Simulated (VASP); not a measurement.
# BAs in VASP: further runs, part 2 of 2

VASP 6.6.1. The steps go on from the part before.

**4. Single point, PBE (strain +0.080 along x and y, +0.080 along z)**

INCAR

```
PREC     = Accurate       # precision mode
ENCUT    = 520            # plane-wave cutoff, eV
EDIFF    = 1E-6           # SCF threshold, eV
ISMEAR   = 0              # smearing method
SIGMA    = 0.05           # smearing width, eV
LREAL    = False          # projectors in reciprocal space
LASPH    = True           # aspherical terms in the spheres
NELM     = 60             # most SCF steps
ALGO     = Normal         # electronic algorithm
ISIF     = 2              # what is computed and relaxed
LWAVE    = False          # write WAVECAR
LCHARG   = False          # write CHGCAR
GGA      = PE             # functional
NBANDS   = 11             # bands
```

KPOINTS

```
regular mesh
0
Gamma
  10 10 10
```

POSCAR

```
BAs
1.0
    0.0000000000      2.5967640545      2.5967640545
    2.5967640545      0.0000000000      2.5967640545
    2.5967640545      2.5967640545      0.0000000000
B As
1 1
Direct
    0.0000000000      0.0000000000      0.0000000000
    0.7500000000      0.7500000000      0.7500000000
```

Potentials or basis: VASP PAW PBE potentials, release 64 (B, As).

On the command line:

```sh
$ cat potpaw_PBE.64/B/POTCAR potpaw_PBE.64/As/POTCAR > POTCAR
$ mpirun -np 1 vasp_std > vasp.out
```

OUTCAR:

```text
PREC = Accurate
   ENCUT = 520
   EDIFF = 1E-6
   ISMEAR = 0
   LREAL = False
   LASPH = True
   NELM = 60
   ISIF = 2
   GGA = PE

 ion  position               nearest neighbor table
   1  0.000  0.000  0.000-   2 2.25   2 2.25   2 2.25   2 2.25
   2  0.750  0.750  0.750-   1 2.25   1 2.25   1 2.25   1 2.25

  LATTYP: Found a face centered cubic cell.
 ALAT       =     5.1935281090

  Lattice vectors:

 A1 = (   0.0000000000,   2.5967640545,   2.5967640545)
 A2 = (   2.5967640545,   0.0000000000,   2.5967640545)
[... 513 lines left out ...]
      7      10.8798      0.00000
      8      11.1474      0.00000
      9      13.7137      0.00000
     10      16.6518      0.00000
     11      17.9971      0.00000

 [... further k-points ...]
[... 5 lines left out ...]
  --------------------------------------------------------------------------------------
  -------------------------------------------------------------------------------------
  Total       -4.0167261     -4.0167261     -4.0167261     -0.0000000      0.0000000      0.0000000
  in kB     -183.7618430   -183.7618430   -183.7618430     -0.0000000      0.0000000      0.0000000
  external PRESSURE =    -183.7618430 kB  Pullay stress =       0.0000000 kB

 VOLUME and BASIS-vectors are now :
 -----------------------------------------------------------------------------
  energy-cutoff  :      520.00
  volume of cell :       35.02
      direct lattice vectors                 reciprocal lattice vectors
     0.000000000  2.596764054  2.596764054    -0.192547336  0.192547336  0.192547336
     2.596764054  0.000000000  2.596764054     0.192547336 -0.192547336  0.192547336
     2.596764054  2.596764054  0.000000000     0.192547336  0.192547336 -0.192547336

 POSITION                                       TOTAL-FORCE (eV/Angst)
 -----------------------------------------------------------------------------------
      0.00000      0.00000      0.00000        -0.000000     -0.000000     -0.000000
      3.89515      3.89515      3.89515         0.000000      0.000000      0.000000
 -----------------------------------------------------------------------------------
    total drift:                               -0.000000     -0.000000     -0.000000

  FREE ENERGIE OF THE ION-ELECTRON SYSTEM (eV)
  ---------------------------------------------------
  free  energy   TOTEN  =       -10.9175974127 eV

  energy  without entropy=      -10.9175974127  energy(sigma->0) =      -10.91759741
```

stdout:

```text
POSCAR found type information on POSCAR B As
 POSCAR found :  2 types and       2 ions
 scaLAPACK will be used
 LDA part: xc-table for (Slater+PW92), standard interpolation
 POSCAR, INCAR and KPOINTS ok, starting setup
 FFT: planning ... GRIDC
 FFT: planning ... GRID_SOFT
 FFT: planning ... GRID
 WAVECAR not read
 entering main loop
```

Wall time 9.9 s (1 thread of AMD EPYC 9R45 (Zen 5), shared host); peak memory 0.13 GiB.

What came out:

```yaml
Free_energy: -10.9176 eV
Pressure: -18.4 GPa
Band_gap_on_the_k_mesh: 1.39 eV, indirect (least direct gap 1.78 eV)
```

Caveat: the cell differs from its parent crystal (strain +0.080 along x and y, +0.080 along z).

**5. Single point, PBE (strain -0.080 along x and y, -0.040 along z)**

INCAR

```
ALGO     = Normal         # electronic algorithm
EDIFF    = 1E-6           # SCF threshold, eV
ENCUT    = 520            # plane-wave cutoff, eV
GGA      = PE             # functional
ISIF     = 2              # what is computed and relaxed
ISMEAR   = 0              # smearing method
LASPH    = T              # aspherical terms in the spheres
LCHARG   = F              # write CHGCAR
LREAL    = F              # projectors in reciprocal space
LWAVE    = F              # write WAVECAR
NBANDS   = 11             # bands
NELM     = 60             # most SCF steps
PREC     = Accurate       # precision mode
SIGMA    = 0.05           # smearing width, eV
```

KPOINTS

```
k-points
0
Gamma
  10 10 10
```

POSCAR

```
BAs
1.0
    0.0000000000      2.2120582687      2.3082347151
    2.2120582687      0.0000000000      2.3082347151
    2.2120582687      2.2120582687      0.0000000000
B As
1 1
Direct
    0.0000000000      0.0000000000      0.0000000000
    0.7500000000      0.7500000000      0.7500000000
```

On the command line:

```sh
$ cat potpaw_PBE.64/B/POTCAR potpaw_PBE.64/As/POTCAR > POTCAR
$ mpirun -np 1 vasp_std > vasp.out
```

Run time: 12 s. Hardware: 1 thread of AMD EPYC 9R45 (Zen 5), shared host; peak memory 0.13 GiB.

The run converged. Its results:

| Property | Result |
| --- | --- |
| Free energy | -10.7890 eV |
| Pressure | 43.1 GPa |
| Band gap on the k mesh | 0.61 eV, indirect (least direct gap 3.31 eV) |

Stress tensor (GPa, compression positive):
```
46.69  0.00  0.00
 0.00 46.69  0.00
 0.00  0.00 35.98
```

Levels at points of the mesh, in eV from the valence-band top:
| k point | band 2 | band 3 | band 4 | band 5 | band 6 | band 7 |
| --- | --- | --- | --- | --- | --- | --- |
| (0.00, 0.00, 0.00) | -0.48 | 0.00 | 0.00 | 3.31 | 3.31 | 3.58 |
| (0.50, 0.00, 0.00) | -10.45 | -2.63 | -2.00 | 3.45 | 4.87 | 5.07 |
| (0.50, 0.50, 0.00) | -10.10 | -4.75 | -4.75 | 1.35 | 1.54 | 13.10 |
| (0.50, 0.00, 0.50) | -9.68 | -5.28 | -5.19 | 0.82 | 0.88 | 12.54 |

Caveat: the cell differs from its parent crystal (strain -0.080 along x and y, -0.040 along z).

**6. Single point, PBE (strain -0.040 along x and y, +0.000 along z)**

INCAR

```
SYSTEM = BAs
PREC = Accurate
ENCUT = 520
EDIFF = 1E-7
ISMEAR = 0
SIGMA = 0.05
LREAL = .False.
LASPH = .True.
NELM = 80
ALGO = Normal
ISIF = 2
LWAVE = .False.
LCHARG = .False.
GGA = PE
NBANDS = 11
```

KPOINTS

```
regular mesh
0
Gamma
  10 10 10
  0 0 0
```

POSCAR

```
BAs
1.0
    0.0000000000      2.3082347151      2.4044111616
    2.3082347151      0.0000000000      2.4044111616
    2.3082347151      2.3082347151      0.0000000000
B As
1 1
Direct
    0.0000000000      0.0000000000      0.0000000000
    0.7500000000      0.7500000000      0.7500000000
```

Potentials or basis: VASP PAW PBE potentials, release 64 (B, As).

On the command line:

```sh
$ cat potpaw_PBE.64/B/POTCAR potpaw_PBE.64/As/POTCAR > POTCAR
$ mpirun -np 1 vasp_std > vasp.out
```

Run time: 17 s. Hardware: 1 thread of AMD EPYC 9R45 (Zen 5), shared host; peak memory 0.14 GiB.

It converged, with:

```yaml
Free_energy: -11.3017 eV
Pressure: 13.6 GPa
Band_gap_on_the_k_mesh: 0.79 eV, indirect (least direct gap 3.14 eV)
```

Stress tensor (GPa, compression positive):
```
16.74  0.00  0.00
 0.00 16.74  0.00
 0.00  0.00  7.32
```

Levels at points of the mesh, in eV from the valence-band top:
```csv
k point,band 2,band 3,band 4,band 5,band 6,band 7
"(0.00, 0.00, 0.00)",-0.43,0.00,0.00,3.14,3.14,3.40
"(0.50, 0.00, 0.00)",-9.40,-2.34,-1.81,2.79,4.66,4.90
"(0.50, 0.50, 0.00)",-9.26,-4.21,-4.21,1.53,1.61,11.80
"(0.50, 0.00, 0.50)",-8.91,-4.65,-4.58,1.05,1.06,11.42
```

Caveat: the cell differs from its parent crystal (strain -0.040 along x and y, +0.000 along z).

**7. Summary**

```csv
cell,gap on the mesh (eV),pressure (GPa)
"a = 3.264 Å, angles 60.0°, 2 atoms",1.06,21.8
"a = 3.536 Å, angles 60.0°, 2 atoms",1.31,-11.7
"a = 3.672 Å, angles 60.0°, 2 atoms",1.39,-18.4
"a = 3.197, b = 3.197, c = 3.128 Å, angles 60.7, 60.7, 58.6°, 2 atoms",0.61,43.1
"a = 3.333, b = 3.333, c = 3.264 Å, angles 60.7, 60.7, 58.6°, 2 atoms",0.79,13.6
```

Alike in all rows: task single point; level PBE; potentials or basis VASP PAW PBE potentials, release 64 (B, As); no spin polarisation; k mesh 10 × 10 × 10; cutoff (eV) 520; smearing gaussian 0.05 eV.

Total energies depend on the potentials used, so only differences within one code and one set of settings carry meaning.
